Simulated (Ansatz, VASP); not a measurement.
One calculation of GaAs, two programs

```xyz
2
Lattice="0.0000 2.6645 2.6645 2.6645 0.0000 2.6645 2.6645 2.6645 0.0000" Properties=species:S:1:pos:R:3 pbc="T T T"
Ga    0.0000    0.0000    0.0000
As    2.6645    2.6645    2.6645
```

Alike in both runs: task single point; functional PBE-based global hybrid; k mesh 4 × 4 × 4; occupations fermi-dirac, width 0.02 eV; no spin polarisation.

|  | VASP | Ansatz |
| --- | --- | --- |
| version | VASP 6.6.1 | Ansatz 0.2.0 |
| potentials or method | VASP PAW PBE potentials, release 64 (Ga_d, As) | plane waves |
| plane-wave cutoff (eV) | 520 | 420 |
| valence electrons in the cell | 18 | 28 |

|  | VASP | Ansatz | Ansatz less VASP |
| --- | --- | --- | --- |
| pressure (GPa) | -2.6 | -5.5 | -2.89 |

VASP's potentials were made for PBE, not for PBE-based global hybrid. With one functional, cell and mesh, what is left measures potentials, basis and numerics. VASP's potentials hold 18 valence electrons a cell and Ansatz's 28, so a difference there can come from the potentials and not from the codes. Ansatz's warnings: filled band counts differ across k points, stress exchange threshold loose, stress scf threshold loose.

The k mesh is coarse, so the values compare programs but aren't converged.
